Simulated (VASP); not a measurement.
# NbSi2 (P6_222) in VASP: relaxation of cell and atoms with PBEsol

Aim: the relaxation of cell and atoms of NbSi2 with PBEsol.

Program: VASP 6.6.1. These are calculated values, not measurements. Logs are shortened: lines on timing, memory, paths and dates and some standing lists are left out, and cuts for length are marked.

**1. The cell of the first run**

The structure is hexagonal, space group P6_222 (No. 180). The conventional cell has a = 4.797 Å, b = 4.797 Å, c = 6.592 Å, α = 90.00°, β = 90.00°, γ = 120.00°. Within 3.4 Å of Nb (site symmetry 222) lie 10 Si at 2.61 to 2.83 Å and 4 Nb at 3.25 Å. Within 3.4 Å of Si (site symmetry 2) lie 9 Si at 2.57 to 3.33 Å and 5 Nb at 2.61 to 2.83 Å.

**2. Relaxation of cell and atoms, PBEsol**

INCAR reads:

```
SYSTEM = NbSi2
PREC     = Accurate       ! precision mode
ENCUT    = 500            ! plane-wave cutoff, eV
EDIFF    = 1E-7           ! SCF threshold, eV
ISMEAR   = 0              ! smearing method
SIGMA    = 0.1            ! smearing width, eV
LREAL    = .FALSE.        ! projectors in reciprocal space
LASPH    = .TRUE.         ! aspherical terms in the spheres
NELM     = 120            ! most SCF steps
ALGO     = Normal         ! electronic algorithm
ISIF     = 3              ! what is computed and relaxed
LWAVE    = .FALSE.        ! write WAVECAR
LCHARG   = .FALSE.        ! write CHGCAR
GGA      = PS             ! functional
IBRION   = 2              ! ionic algorithm
NSW      = 100            ! ionic steps
EDIFFG   = -0.005         ! ionic threshold
GGA_COMPAT= .FALSE.      
NELMIN   = 4
```

KPOINTS reads:

```
regular mesh
0
G
  10 10 7
  0 0 0
```

POSCAR reads:

```
NbSi2
1.0
    4.7970000000      0.0000000000      0.0000000000
   -2.3985000000      4.1543238619      0.0000000000
    0.0000000000      0.0000000000      6.5920000000
Nb Si
3 6
Direct
    0.5000000000      0.0000000000      0.5000000000
    0.5000000000      0.5000000000      0.8333333333
    0.0000000000      0.5000000000      0.1666666667
    0.1599000000      0.3198000000      0.5000000000
    0.8401000000      0.1599000000      0.8333333333
    0.6802000000      0.8401000000      0.1666666667
    0.8401000000      0.6802000000      0.5000000000
    0.1599000000      0.8401000000      0.8333333333
    0.3198000000      0.1599000000      0.1666666667
```

Potentials or basis: VASP PAW PBE potentials, release 64 (Nb_sv, Si).

On the command line:

```sh
$ cat potpaw_PBE.64/Nb_sv/POTCAR potpaw_PBE.64/Si/POTCAR > POTCAR
$ mpirun -np 1 vasp_std > vasp.out
```

OUTCAR:

```text
SYSTEM = NbSi2
   PREC = Accurate
   ENCUT = 500
   EDIFF = 1E-7
   ISMEAR = 0
   LREAL = .FALSE.
   LASPH = .TRUE.
   NELM = 120
   ISIF = 3
   GGA = PS
   IBRION = 2
   NSW = 100
   EDIFFG = -0.005
   NELMIN = 4

 ion  position               nearest neighbor table
   1  0.500  0.000  0.500-   5 2.61   6 2.61   8 2.61   9 2.61   7 2.74   4 2.74   4 2.74   7 2.74
                             4 2.83   7 2.83
   2  0.500  0.500  0.833-   4 2.61   7 2.61   6 2.61   9 2.61   5 2.74   8 2.74   8 2.74   5 2.74
                             8 2.83   5 2.83
   3  0.000  0.500  0.167-   4 2.61   7 2.61   5 2.61   8 2.61   9 2.74   6 2.74   9 2.74   6 2.74
                             6 2.83   9 2.83
   4  0.160  0.320  0.500-   5 2.57   9 2.57   2 2.61   3 2.61   7 2.66   1 2.74   1 2.74   1 2.83
                             7 2.83   7 2.83
   5  0.840  0.160  0.833-   4 2.57   6 2.57   1 2.61   3 2.61   8 2.66   2 2.74   2 2.74   2 2.83
                             8 2.83   8 2.83
   6  0.680  0.840  0.167-   7 2.57   5 2.57   1 2.61   2 2.61   9 2.66   3 2.74   3 2.74   3 2.83
                             9 2.83   9 2.83
   7  0.840  0.680  0.500-   6 2.57   8 2.57   2 2.61   3 2.61   4 2.66   1 2.74   1 2.74   1 2.83
                             4 2.83   4 2.83
   8  0.160  0.840  0.833-   7 2.57   9 2.57   1 2.61   3 2.61   5 2.66   2 2.74   2 2.74   2 2.83
                             5 2.83   5 2.83
   9  0.320  0.160  0.167-   4 2.57   8 2.57   1 2.61   2 2.61   6 2.66   3 2.74   3 2.74   3 2.83
                             6 2.83   6 2.83

  LATTYP: Found a hexagonal cell.
 ALAT       =     4.7970000000
 C/A-ratio  =     1.3741922035

  Lattice vectors:

 A1 = (   4.7970000000,   0.0000000000,   0.0000000000)
 A2 = (  -2.3985000000,   4.1543238619,   0.0000000000)
 A3 = (   0.0000000000,   0.0000000000,   6.5920000000)

Analysis of symmetry for initial positions (statically):
=====================================================================
 Subroutine PRICEL returns:
 Original cell was already a primitive cell.

 Routine SETGRP: Setting up the symmetry group for a
 hexagonal supercell.

 Subroutine GETGRP returns: Found 12 space group operations
 (whereof  4 operations were pure point group operations)
 out of a pool of 24 trial point group operations.

The static configuration has the point symmetry D_2 .
 The point group associated with its full space group is D_6 .

Analysis of symmetry for dynamics (positions and initial velocities):
=====================================================================
 Subroutine PRICEL returns:
 Original cell was already a primitive cell.

 Routine SETGRP: Setting up the symmetry group for a
 hexagonal supercell.

 Subroutine GETGRP returns: Found 12 space group operations
 (whereof  4 operations were pure point group operations)
 out of a pool of 24 trial point group operations.

The dynamic configuration has the point symmetry D_2 .
 The point group associated with its full space group is D_6 .

 Subroutine INISYM returns: Found 12 space group operations
 (whereof  4 operations are pure point group operations),
 and found     1 'primitive' translations

----------------------------------------------------------------------------------------

                                     Primitive cell

  volume of cell :     131.3673

  direct lattice vectors                    reciprocal lattice vectors
     4.797000000  0.000000000  0.000000000     0.208463623  0.120356529  0.000000000
    -2.398500000  4.154323862  0.000000000     0.000000000  0.240713058  0.000000000
     0.000000000  0.000000000  6.592000000     0.000000000  0.000000000  0.151699029

  length of vectors
     4.797000000  4.797000000  6.592000000     0.240713058  0.240713058  0.151699029

  position of ions in fractional coordinates (direct lattice)
     0.500000000  0.000000000  0.500000000
     0.500000000  0.500000000  0.833333333
     0.000000000  0.500000000  0.166666667
     0.159900000  0.319800000  0.500000000
     0.840100000  0.159900000  0.833333333
     0.680200000  0.840100000  0.166666667
     0.840100000  0.680200000  0.500000000
     0.159900000  0.840100000  0.833333333
     0.319800000  0.159900000  0.166666667

  ion indices of the primitive-cell ions
   primitive index   ion index
                 1           1
                 2           2
                 3           3
                 4           4
                 5           5
                 6           6
                 7           7
                 8           8
                 9           9

----------------------------------------------------------------------------------------

 KPOINTS: regular mesh

Automatic generation of k-mesh.
 Grid dimensions read from file:
 generate k-points for:   10   10    7

 Generating k-lattice:

  Cartesian coordinates                     Fractional coordinates (reciprocal lattice)
     0.020846362  0.012035653  0.000000000     0.100000000  0.000000000  0.000000000
     0.000000000  0.024071306  0.000000000     0.000000000  0.100000000  0.000000000
     0.000000000  0.000000000  0.021671290     0.000000000  0.000000000  0.142857143

  Length of vectors
     0.024071306  0.024071306  0.021671290

  Shift w.r.t. Gamma in fractional coordinates (k-lattice)
     0.000000000  0.000000000  0.000000000

 Subroutine IBZKPT returns following result:
 ===========================================

 Found     56 irreducible k-points:

 Following reciprocal coordinates:
            Coordinates               Weight
  0.000000  0.000000  0.000000      1.000000
  0.100000  0.000000  0.000000      6.000000
  0.200000  0.000000  0.000000      6.000000
  0.300000  0.000000  0.000000      6.000000
  0.400000 -0.000000  0.000000      6.000000
  0.500000  0.000000  0.000000      3.000000
[... 16 lines left out ...]
  0.300000  0.100000  0.142857     24.000000
  0.400000  0.100000  0.142857     24.000000
 [... further k-points ...]
   k-points           NKPTS =     56   k-points in BZ     NKDIM =     56   number of bands    NBANDS=     37
   number of dos      NEDOS =    301   number of ions     NIONS =      9
   total plane-waves  NPLWV =  62208
   dimension x,y,z NGX =    36 NGY =   36 NGZ =   48
   dimension x,y,z NGXF=    72 NGYF=   72 NGZF=   96
   ions per type =               3   6
   NGX,Y,Z   is equivalent  to a cutoff of  12.48, 12.48, 12.11 a.u.
   NGXF,Y,Z  is equivalent  to a cutoff of  24.95, 24.95, 24.21 a.u.
 SYSTEM =  NbSi2
   PREC   = accura    normal or accurate (medium, high low for compatibility)
   ISTART =      0    job   : 0-new  1-cont  2-samecut
   ICHARG =      2    charge: 1-file 2-atom 10-const
   ISPIN  =      1    spin polarized calculation?
   LNONCOLLINEAR =      F non collinear calculations
   LSORBIT =      F    spin-orbit coupling
   LASPH  =      T    aspherical Exc in radial PAW
   ENCUT  =  500.0 eV  36.75 Ry    6.06 a.u.   8.75  8.75 12.02*2*pi/ulx,y,z
   NELM   =    120;   NELMIN=  4; NELMDL= -5     # of ELM steps
   EDIFF  = 0.1E-06   stopping-criterion for ELM
   LREAL  =      F    real-space projection
   EDIFFG = -.5E-02   stopping-criterion for IOM
   NSW    =    100    number of steps for IOM
   IBRION =      2    ionic relax: 0-MD 1-quasi-New 2-CG
   NFREE  =      1    steps in history (QN), initial steepest desc. (CG)
   ISIF   =      3    stress and relaxation
   ISYM   =      2    0-nonsym 1-usesym 2-fastsym
   POTIM  = 0.5000    time-step for ionic-motion
   TEBEG  =    0.0;   TEEND  =   0.0 temperature during run
   PSTRESS=    0.0 pullay stress
   NELECT =      63.0000    total number of electrons
   NUPDOWN=      -1.0000    fix difference up-down
   EMIN   =  10.00;   EMAX   =-10.00  energy-range for DOS
   EFERMI =   0.00;   METHOD = LEGACY
   ISMEAR =     0;   SIGMA  =   0.10  broadening in eV -4-tet -1-fermi 0-gaus
   EFERMI_NEDOS =   21; number of points for ismear=-14 and -15
   IALGO  =     38    algorithm
   IMIX   =      4    mixing-type and parameters
     AMIX     =   0.40;   BMIX     =  1.00
     AMIX_MAG =   1.60;   BMIX_MAG =  1.00
  volume/ion in A,a.u.               =      14.60        98.50
  Fermi-wavevector in a.u.,A,eV,Ry     =   1.281423  2.421539 22.341385  1.642045
  Thomas-Fermi vector in A             =   2.413794
   LORBIT       =      0    0 simple, 1 ext, 2 COOP (PROOUT), +10 PAW based schemes
   GGA     = PS    functional components
   LHFCALC =     F    Hartree Fock is set to
   AEXX    =    0.0000 exact exchange contribution
   IVDW    =     0    specifies the selected vdW correction
   LEPSILON=     F    determine dielectric tensor
   LRPA    =     F    only Hartree local field effects (RPA)
 conjugate gradient relaxation of ions
 non-spin polarized calculation
 Gauss-broadening in eV      SIGMA  =   0.10
  energy-cutoff  :      500.00
  volume of cell :      131.37
 maximum number of plane-waves:      3372
 NGX is ok and might be reduce to    36
   NGX = 17   NGY = 17   NGZ = 25

--------------------------------------- Ionic step        1  -------------------------------------------

 number of electron      63.0000000 magnetization

 Free energy of the ion-electron system (eV)
  ---------------------------------------------------
  ext. energy  EPLUGINS =         0.00000000
  ---------------------------------------------------
  free energy    TOTEN  =       -73.28919227 eV

  energy without entropy =      -73.27325163  energy(sigma->0) =      -73.28122195

------------------------ aborting loop because EDIFF is reached ----------------------------------------

  FORCE on cell =-STRESS in cart. coord.  units (eV):
  Direction    XX          YY          ZZ          XY          YZ          ZX
  --------------------------------------------------------------------------------------
  -------------------------------------------------------------------------------------
  Total       -2.4273038     -2.4273038     -1.7970844      0.0000000      0.0000000      0.0000000
  in kB      -29.6037995    -29.6037995    -21.9175396      0.0000000      0.0000000      0.0000000
  external PRESSURE =     -27.0417129 kB  Pullay stress =       0.0000000 kB
[... 243 lines left out ...]
  energy  without entropy=      -73.2915149394  energy(sigma->0) =      -73.29937143

--------------------------------------- Ionic step        7  -------------------------------------------

 number of electron      62.9999996 magnetization

 Free energy of the ion-electron system (eV)
  ---------------------------------------------------
  ext. energy  EPLUGINS =         0.00000000
  ---------------------------------------------------
  free energy    TOTEN  =       -73.30723471 eV

  energy without entropy =      -73.29153540  energy(sigma->0) =      -73.29938506

 E-fermi :  11.5417     XC(G=0): -12.1484

 val. band max:       11.5346011401   @ k =   0.4000   0.2000   0.1429
 cond. band min:      11.5464717272   @ k =   0.4000   0.1000   0.1429
 fundamental gap:      0.0118705872
 Fermi energy:        11.5416822216

 k-point     1 :       0.0000    0.0000    0.0000
  band No.  band energies     occupation
      1     -42.9281      2.00000
      2     -42.8882      2.00000
      3     -42.8882      2.00000
      4     -19.2195      2.00000
      5     -19.2195      2.00000
      6     -19.2083      2.00000
[... 949 lines left out ...]
     36      13.6620      0.00000
     37      13.8692      0.00000

 [... further k-points ...]
[... 5 lines left out ...]
  --------------------------------------------------------------------------------------
  -------------------------------------------------------------------------------------
  Total       -0.0010365     -0.0010365     -0.0092929      0.0000000      0.0000000      0.0000000
  in kB       -0.0128338     -0.0128338     -0.1150668      0.0000000      0.0000000      0.0000000
  external PRESSURE =      -0.0469114 kB  Pullay stress =       0.0000000 kB
[... 24 lines left out ...]
  FREE ENERGIE OF THE ION-ELECTRON SYSTEM (eV)
  ---------------------------------------------------
  free  energy   TOTEN  =       -73.3072347087 eV

  energy  without entropy=      -73.2915354034  energy(sigma->0) =      -73.29938506

 reached required accuracy - stopping structural energy minimisation
```

Run time: 38 min. Hardware: 1 thread of Oxide Virtual Turin-like, shared host; peak memory 0.33 GiB.

What came out:

| Item | Value |
| --- | --- |
| Free energy | -73.3072 eV |
| Relaxed volume | 14.38 Å³/atom |
| Relaxed cell | a = 4.767 Å, b = 4.767 Å, c = 6.574 Å, α = 90.00°, β = 90.00°, γ = 120.00° |
| Space group after relaxing (to 0.1 Å) | P6_222 (No. 180) |
| Energy gained by relaxing | 2.0 meV/atom |
| Ionic steps | 7 |
| Pressure after relaxing | 0.0 GPa |
| Band gap on the k mesh | zero (an odd number of electrons rules out a gap without spin polarisation) |

Forces on the atoms (eV/Å):
```
Nb   0.000  0.000  0.000
Nb   0.000  0.000  0.000
Nb   0.000  0.000  0.000
Si   0.000 -0.003  0.000
Si   0.003 -0.001  0.000
Si   0.003  0.001  0.000
Si   0.000  0.003  0.000
Si  -0.003  0.001  0.000
Si  -0.003 -0.001  0.000
```

Step by step:
```csv
step,energy change (eV),largest force (eV/Å),pressure (GPa),volume (Å³)
1,0.0000,0.0326,-2.70,131.37
2,0.0151,0.0010,4.09,126.74
3,-0.0174,0.0198,0.06,129.38
4,-0.0180,0.0001,-0.01,129.39
5,-0.0180,0.0039,0.00,129.39
6,-0.0180,0.0060,0.01,129.38
7,-0.0180,0.0029,0.00,129.39
```

Final structure:
```yaml
crystal:
  lattice:
    - [4.76730, 0.00000, 0.00000]
    - [-2.38365, 4.12860, 0.00000]
    - [0.00000, 0.00000, 6.57414]
  atoms:
    - { symbol: Nb, position: [0.50000, 0.00000, 0.50000] }
    - { symbol: Nb, position: [0.50000, 0.50000, 0.83333] }
    - { symbol: Nb, position: [0.00000, 0.50000, 0.16667] }
    - { symbol: Si, position: [0.15972, 0.31943, 0.50000] }
    - { symbol: Si, position: [0.84028, 0.15972, 0.83333] }
    - { symbol: Si, position: [0.68057, 0.84028, 0.16667] }
    - { symbol: Si, position: [0.84028, 0.68057, 0.50000] }
    - { symbol: Si, position: [0.15972, 0.84028, 0.83333] }
    - { symbol: Si, position: [0.31943, 0.15972, 0.16667] }
```

Caveat: the PAW data sets were made with another functional, which shifts forces and pressure a little; an odd number of electrons without spin polarisation forces a metal; a magnetic or distorted state may lie lower.
